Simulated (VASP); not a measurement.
# Ge (P6_3/mmc) in VASP: further runs, part 2 of 2

VASP 6.6.1. The steps go on from the part before.

**3. Electric field gradients, PBEsol (volume scaled by 1.06)**

File INCAR:

```
SYSTEM = Ge
PREC = Accurate ; ENCUT = 520
EDIFF = 1E-8 ; ISMEAR = -1
SIGMA = 0.05 ; LREAL = .FALSE.
LASPH = .TRUE. ; NELM = 80
ALGO = Normal ; ISIF = 2
LWAVE = .FALSE. ; LCHARG = .FALSE.
GGA = PS ; LEFG = .TRUE.
NBANDS = 36
```

File KPOINTS:

```
Automatic mesh
0
G
  11 11 6
  0 0 0
```

File POSCAR:

```
Ge
1.0
    4.0759897844      0.0000000000      0.0000000000
   -2.0379948922      3.5299106989      0.0000000000
    0.0000000000      0.0000000000      6.7288103778
Ge
4
Direct
    0.6666666667      0.3333333333      0.0629012500
    0.3333333333      0.6666666667      0.5629012500
    0.6666666667      0.3333333333      0.4370987500
    0.3333333333      0.6666666667      0.9370987500
```

Potentials or basis: VASP PAW PBE potentials, release 64 (Ge_d).

The run is started by

```console
cat potpaw_PBE.64/Ge_d/POTCAR > POTCAR
mpirun -np 1 vasp_std > vasp.out
```

OUTCAR:

```text
SYSTEM = Ge
   PREC = Accurate
   ENCUT = 520
   EDIFF = 1E-8
   ISMEAR = -1
   LREAL = .FALSE.
   LASPH = .TRUE.
   NELM = 80
   ISIF = 2
   GGA = PS

 ion  position               nearest neighbor table
   1  0.667  0.333  0.063-   4 2.50   4 2.50   4 2.50   3 2.52
   2  0.333  0.667  0.563-   3 2.50   3 2.50   3 2.50   4 2.52
   3  0.667  0.333  0.437-   2 2.50   2 2.50   2 2.50   1 2.52
   4  0.333  0.667  0.937-   1 2.50   1 2.50   1 2.50   2 2.52

  LATTYP: Found a hexagonal cell.
 ALAT       =     4.0759897844
 C/A-ratio  =     1.6508408347

  Lattice vectors:

 A1 = (   4.0759897844,   0.0000000000,   0.0000000000)
 A2 = (  -2.0379948922,   3.5299106989,   0.0000000000)
 A3 = (   0.0000000000,   0.0000000000,   6.7288103778)

Analysis of symmetry for initial positions (statically):
=====================================================================
 Subroutine PRICEL returns:
 Original cell was already a primitive cell.

 Routine SETGRP: Setting up the symmetry group for a
 hexagonal supercell.

 Subroutine GETGRP returns: Found 24 space group operations
 (whereof 12 operations were pure point group operations)
 out of a pool of 24 trial point group operations.

The static configuration has the point symmetry D_3d.
 The point group associated with its full space group is D_6h.

Analysis of symmetry for dynamics (positions and initial velocities):
=====================================================================
 Subroutine PRICEL returns:
 Original cell was already a primitive cell.

 Routine SETGRP: Setting up the symmetry group for a
 hexagonal supercell.

 Subroutine GETGRP returns: Found 24 space group operations
 (whereof 12 operations were pure point group operations)
 out of a pool of 24 trial point group operations.

The dynamic configuration has the point symmetry D_3d.
 The point group associated with its full space group is D_6h.

 Subroutine INISYM returns: Found 24 space group operations
 (whereof 12 operations are pure point group operations),
 and found     1 'primitive' translations

----------------------------------------------------------------------------------------

                                     Primitive cell

  volume of cell :      96.8133

  direct lattice vectors                    reciprocal lattice vectors
     4.075989784  0.000000000  0.000000000     0.245339182  0.141646643  0.000000000
    -2.037994892  3.529910699  0.000000000     0.000000000  0.283293286  0.000000000
     0.000000000  0.000000000  6.728810378     0.000000000  0.000000000  0.148614680

  length of vectors
     4.075989784  4.075989784  6.728810378     0.283293286  0.283293286  0.148614680

  position of ions in fractional coordinates (direct lattice)
     0.666666667  0.333333333  0.062901250
     0.333333333  0.666666667  0.562901250
     0.666666667  0.333333333  0.437098750
     0.333333333  0.666666667  0.937098750

  ion indices of the primitive-cell ions
   primitive index   ion index
                 1           1
                 2           2
                 3           3
                 4           4
[... 86 lines left out ...]
   EFERMI =   0.00;   METHOD = LEGACY
   ISMEAR =    -1;   SIGMA  =   0.05  broadening in eV -4-tet -1-fermi 0-gaus
   EFERMI_NEDOS =   21; number of points for ismear=-14 and -15
   IALGO  =     38    algorithm
   IMIX   =      4    mixing-type and parameters
     AMIX     =   0.40;   BMIX     =  1.00
     AMIX_MAG =   1.60;   BMIX_MAG =  1.00
  volume/ion in A,a.u.               =      24.20       163.33
  Fermi-wavevector in a.u.,A,eV,Ry     =   1.364036  2.577654 25.314918  1.860594
  Thomas-Fermi vector in A             =   2.490387
   LORBIT       =      0    0 simple, 1 ext, 2 COOP (PROOUT), +10 PAW based schemes
   GGA     = PS    functional components
   LHFCALC =     F    Hartree Fock is set to
   AEXX    =    0.0000 exact exchange contribution
   IVDW    =     0    specifies the selected vdW correction
   LEPSILON=     F    determine dielectric tensor
   LRPA    =     F    only Hartree local field effects (RPA)
 non-spin polarized calculation
  energy-cutoff  :      520.00
  volume of cell :       96.81
 maximum number of plane-waves:      2631
   NGX = 15   NGY = 15   NGZ = 25

 number of electron      55.9999962 magnetization

 Free energy of the ion-electron system (eV)
  ---------------------------------------------------
  ext. energy  EPLUGINS =         0.00000000
  ---------------------------------------------------
  free energy    TOTEN  =       -19.61974778 eV

  energy without entropy =      -19.61833431  energy(sigma->0) =      -19.61904105

 E-fermi :   4.2727     XC(G=0):  -9.8098

 val. band max:        4.2273882521   @ k =   0.0000   0.0000   0.1667
 cond. band min:       4.3442332728   @ k =   0.0000   0.0000   0.3333
 fundamental gap:      0.1168450207
 Fermi energy:         4.2727136299

 k-point     1 :       0.0000    0.0000    0.0000
  band No.  band energies     occupation
      1     -20.4797      2.00000
      2     -20.4797      2.00000
      3     -20.4472      2.00000
      4     -20.4472      2.00000
      5     -20.4466      2.00000
      6     -20.4348      2.00000
[... 925 lines left out ...]
     35      10.3260      0.00000
     36      10.8584      0.00000

 [... further k-points ...]

------------------------ aborting loop because EDIFF is reached ----------------------------------------

  FORCE on cell =-STRESS in cart. coord.  units (eV):
  Direction    XX          YY          ZZ          XY          YZ          ZX
  --------------------------------------------------------------------------------------
  -------------------------------------------------------------------------------------
  Total       -2.1158699     -2.1158699     -2.1995436      0.0000000      0.0000000      0.0000000
  in kB      -35.0158326    -35.0158326    -36.4005590      0.0000000      0.0000000      0.0000000
  external PRESSURE =     -35.4774081 kB  Pullay stress =       0.0000000 kB

 VOLUME and BASIS-vectors are now :
 -----------------------------------------------------------------------------
  energy-cutoff  :      520.00
  volume of cell :       96.81
      direct lattice vectors                 reciprocal lattice vectors
     4.075989784  0.000000000  0.000000000     0.245339182  0.141646643  0.000000000
    -2.037994892  3.529910699  0.000000000     0.000000000  0.283293286  0.000000000
     0.000000000  0.000000000  6.728810378     0.000000000  0.000000000  0.148614680

 POSITION                                       TOTAL-FORCE (eV/Angst)
 -----------------------------------------------------------------------------------
      2.03799      1.17664      0.42325         0.000000     -0.000000     -0.019807
     -0.00000      2.35327      3.78766        -0.000000     -0.000000     -0.019807
      2.03799      1.17664      2.94115         0.000000      0.000000      0.019807
     -0.00000      2.35327      6.30556        -0.000000      0.000000      0.019807
 -----------------------------------------------------------------------------------
    total drift:                               -0.000000      0.000000     -0.000000

  FREE ENERGIE OF THE ION-ELECTRON SYSTEM (eV)
  ---------------------------------------------------
  free  energy   TOTEN  =       -19.6197477834 eV

  energy  without entropy=      -19.6183343087  energy(sigma->0) =      -19.61904105

 Electric field gradients (V/A^2)
---------------------------------------------------------------------
 ion       V_xx      V_yy      V_zz      V_xy      V_xz      V_yz
---------------------------------------------------------------------
   1      -3.396    -3.403     6.799    -0.007     0.000    -0.000
   2      -3.396    -3.403     6.799    -0.007    -0.000     0.000
   3      -3.396    -3.403     6.799    -0.007    -0.000     0.000
   4      -3.396    -3.403     6.799    -0.007     0.000    -0.000
---------------------------------------------------------------------

 Electric field gradients after diagonalization (V/A^2)
 (convention: |V_zz| > |V_xx| > |V_yy|)
----------------------------------------------------------------------
 ion       V_xx      V_yy      V_zz     asymmetry (V_yy - V_xx)/ V_zz
----------------------------------------------------------------------
   1      -3.407    -3.392     6.799       0.002
   2      -3.407    -3.392     6.799       0.002
   3      -3.407    -3.392     6.799       0.002
   4      -3.407    -3.392     6.799       0.002
----------------------------------------------------------------------

           NMR quadrupolar parameters

 Cq : quadrupolar parameter    Cq=e*Q*V_zz/h
 eta: asymmetry parameters     (V_yy - V_xx)/ V_zz
 Q  : nuclear electric quadrupole moment in mb (millibarn)
----------------------------------------------------------------------
 ion       Cq(MHz)       eta       Q (mb)
----------------------------------------------------------------------
   1       0.016       0.002       1.000
   2       0.016       0.002       1.000
   3       0.016       0.002       1.000
   4       0.016       0.002       1.000
----------------------------------------------------------------------
```

OSZICAR:

```text
N       E                     dE             d eps       ncg     rms          rms(c)
DAV:   1     0.495695756471E+03    0.49570E+03   -0.28471E+04  5352   0.418E+03
DAV:   2     0.662625487089E+02   -0.42943E+03   -0.41818E+03  4608   0.804E+02
DAV:   3    -0.152394301876E+02   -0.81502E+02   -0.80530E+02  5012   0.206E+02
DAV:   4    -0.197766286531E+02   -0.45372E+01   -0.45187E+01  5424   0.564E+01
DAV:   5    -0.198726249767E+02   -0.95996E-01   -0.95929E-01  5176   0.915E+00    0.423E+00
DAV:   6    -0.197012187914E+02    0.17141E+00   -0.92729E-02  5696   0.290E+00    0.240E+00
DAV:   7    -0.196170672813E+02    0.84152E-01   -0.11623E-01  4960   0.263E+00    0.200E-01
DAV:   8    -0.196191423564E+02   -0.20751E-02   -0.14782E-02  5104   0.127E+00    0.101E-01
DAV:   9    -0.196196662852E+02   -0.52393E-03   -0.47890E-04  5548   0.143E-01    0.308E-02
DAV:  10    -0.196197399697E+02   -0.73684E-04   -0.11726E-04  5576   0.121E-01    0.718E-03
DAV:  11    -0.196197473063E+02   -0.73366E-05   -0.13219E-05  5104   0.201E-02    0.327E-03
DAV:  12    -0.196197478282E+02   -0.52193E-06   -0.80669E-07  5644   0.744E-03    0.692E-04
DAV:  13    -0.196197477840E+02    0.44174E-07   -0.68259E-08  4248   0.208E-03    0.201E-04
DAV:  14    -0.196197478001E+02   -0.16036E-07   -0.15970E-08  3924   0.747E-04    0.857E-05
DAV:  15    -0.196197477865E+02    0.13561E-07   -0.14715E-09  2760   0.460E-04    0.320E-05
DAV:  16    -0.196197477834E+02    0.30814E-08   -0.56601E-10  2704   0.328E-04
   1 F= -.19619748E+02 E0= -.19619041E+02  d E =-.141347E-02
```

It took 4.4 min on 1 thread of Oxide Virtual Turin-like, shared host; peak memory 0.26 GiB.

What came out:

```yaml
Free_energy: -19.6197 eV
Pressure: -3.5 GPa
Largest_force: 0.020 eV/Å
Band_gap_on_the_k_mesh: zero (filled and empty bands touch)
```

Forces in eV/Å, atoms in the order of the input:
```
Ge   0.000  0.000 -0.020
Ge   0.000  0.000 -0.020
Ge   0.000  0.000  0.020
Ge   0.000  0.000  0.020
```

Electric field gradients, principal values (V/Å²):
```csv
atom,least,middle,greatest (by size)
1 Ge,-3.392,-3.407,6.799
2 Ge,-3.392,-3.407,6.799
3 Ge,-3.392,-3.407,6.799
4 Ge,-3.392,-3.407,6.799
```

Caveat: without QUAD_EFG the Cq values of the log hold for a quadrupole moment of 1 mb, not for the nuclei; the PAW data sets were made with another functional, which shifts forces and pressure a little.
